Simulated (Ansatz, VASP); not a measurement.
# Two plane-wave programs on Pd

File INCAR:

```
PREC     = Accurate       # precision mode
ENCUT    = 520            # plane-wave cutoff, eV
EDIFF    = 1E-7           # SCF threshold, eV
ISMEAR   = 0              # smearing method
SIGMA    = 0.1            # smearing width, eV
LREAL    = False          # projectors in reciprocal space
LASPH    = True           # aspherical terms in the spheres
NELM     = 60             # most SCF steps
ALGO     = Normal         # electronic algorithm
ISIF     = 2              # what is computed and relaxed
LWAVE    = False          # write WAVECAR
LCHARG   = False          # write CHGCAR
GGA      = PE             # functional
NBANDS   = 11             # bands
```

KPOINTS

```
Automatic mesh
0
Gamma
  18 18 18
```

The input POSCAR:

```
Pd
1.0
    0.0000000000      1.9309482567      1.9309482567
    1.9309482567      0.0000000000      1.9309482567
    1.9309482567      1.9309482567      0.0000000000
Pd
1
Direct
    0.0000000000      0.0000000000      0.0000000000
```

Input for Ansatz:

```yaml
crystal:
  lattice:
    - [0.0, 1.930948257, 1.930948257]
    - [1.930948257, 0.0, 1.930948257]
    - [1.930948257, 1.930948257, 0.0]
  atoms:
    - { symbol: Pd, position: [0.0, 0.0, 0.0] }
basis:
  ecutwfc: 420
kpoints:
  mp_grid: { grid: [18, 18, 18] }
hamiltonian:
  xc: pbe
scf:
  occupations: { method: gaussian, width: 0.1 }
output:
  forces: true
  stress: true
  eigenvalues: true
```

Alike in both runs: task single point; functional PBE; k mesh 18 × 18 × 18; occupations gaussian, width 0.1 eV; no spin polarisation.

|  | VASP | Ansatz |
| --- | --- | --- |
| version | VASP 6.6.1 | Ansatz 0.2.0 |
| potentials or method | VASP PAW PBE potentials, release 64 (Pd), cutoff 520 eV | scalar-relativistic, plane waves, PAW |
| valence electrons in the cell | 10 | 18 |

```csv
,VASP,Ansatz,Ansatz less VASP
gap on the k mesh at the Fermi level (eV),none,none,-
pressure (GPa),11.9,12.3,+0.39
```

A gap of «none» marks a metal or a gap that the smearing closes. VASP's potentials hold 10 valence electrons a cell and Ansatz's 18, so a difference there can come from the potentials and not from the codes.
